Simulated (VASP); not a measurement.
The system is InP.

```xyz
2
Lattice="0.0000 2.9305 2.9305 2.9305 0.0000 2.9305 2.9305 2.9305 0.0000" Properties=species:S:1:pos:R:3 pbc="T T T"
In    0.0000    0.0000    0.0000
P     4.3957    4.3957    4.3957
```

| Quantity | Value |
| --- | --- |
| Program | VASP 6.6.1 |
| Task | relaxation of cell and atoms |
| Functional | r2SCAN |
| Potentials or basis | VASP PAW PBE potentials, release 64 (In_d, P) |
| Cutoff | 550 eV |
| k mesh | 14 × 14 × 14 |
| Occupations | fermi-dirac, width 0.1 eV |
| Spin | no spin polarisation |

At the start: pressure 1.6 GPa; volume 25.17 Å³/atom.

Task: Where does the relaxation end?

Result: Over 3 steps the energy falls by 2.7 meV/atom and the volume is 25.72 Å³/atom (+2.2 %); space group F-43m (No. 216, to 0.1 Å) before and after.

The path:
| step | energy change (eV) | largest force (eV/Å) | pressure (GPa) | volume (Å³) |
| --- | --- | --- | --- | --- |
| 1 | 0.0000 | 0.0000 | 1.58 | 50.33 |
| 2 | -0.0033 | 0.0000 | -0.91 | 52.16 |
| 3 | -0.0053 | 0.0000 | 0.01 | 51.44 |

Final structure:
```
In P
1.0
     0.00000    2.95188    2.95188
     2.95188    0.00000    2.95188
     2.95188    2.95188    0.00000
In P
1 1
Direct
  0.00000 0.00000 0.00000
  0.75000 0.75000 0.75000
```

Caveat: the PAW data sets were made with another functional, which shifts forces and pressure a little.
